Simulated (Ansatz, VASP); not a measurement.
One calculation of P, two programs

INCAR

```
PREC = Accurate
ENCUT = 520
EDIFF = 1E-7
ISMEAR = 0
SIGMA = 0.15
LREAL = F
LASPH = T
NELM = 80
ALGO = Normal
ISIF = 2
LWAVE = F
LCHARG = T
GGA = PS
LELF = T
LVHAR = T
NBANDS = 12
```

The input KPOINTS:

```
Automatic mesh
0
Gamma
  18 18 18
```

POSCAR

```
P
1.0
   -1.6915100431      2.5151650373      1.8031758117
    1.6915100431     -2.5151650373      1.8031758117
    1.6915100431      2.5151650373     -1.8031758117
P
2
Direct
    0.8033091100      0.0533091100      0.7500000000
    0.1966908900      0.9466908900      0.2500000000
```

Input for Ansatz:

```yaml
crystal:
  lattice:
    - [-1.6915100431, 2.5151650373, 1.8031758117]
    - [1.6915100431, -2.5151650373, 1.8031758117]
    - [1.6915100431, 2.5151650373, -1.8031758117]
  atoms:
    - { symbol: P, position: [0.80330911, 0.05330911, 0.75] }
    - { symbol: P, position: [0.19669089, 0.94669089, 0.25] }
basis:
  ecutwfc: 420
kpoints:
  mp_grid: { grid: [18, 18, 18] }
hamiltonian:
  xc: pbesol
scf:
  occupations: { method: gaussian, width: 0.15 }
output:
  forces: true
  stress: true
  eigenvalues: true
```

Change from the starting cell: strain +0.000 along x and y, -0.030 along z, atoms carried along.

Alike in both runs: task single point; functional PBEsol; k mesh 18 × 18 × 18; occupations gaussian, width 0.15 eV; no spin polarisation.

```csv
,VASP,Ansatz
version,VASP 6.6.1,Ansatz 0.2.0
potentials or method,"VASP PAW PBE potentials, release 64 (P), cutoff 520 eV","scalar-relativistic, plane waves, PAW"
valence electrons in the cell,10,10
```

```tsv
	VASP	Ansatz	Ansatz less VASP
gap on the k mesh at the Fermi level (eV)	none	none	-
pressure (GPa)	2.1	2.1	-0.03
traceless stress, the component that is largest in VASP (GPa)	-4.48	-4.60	-0.115
rms of the force components (eV/Å)	0.446	0.467	+0.0210
```

VASP's potentials were made for PBE, not for PBEsol. Atom by atom the forces differ by 0.021 eV/Å (rms over components). A gap of «none» marks a metal or a gap that the smearing closes.
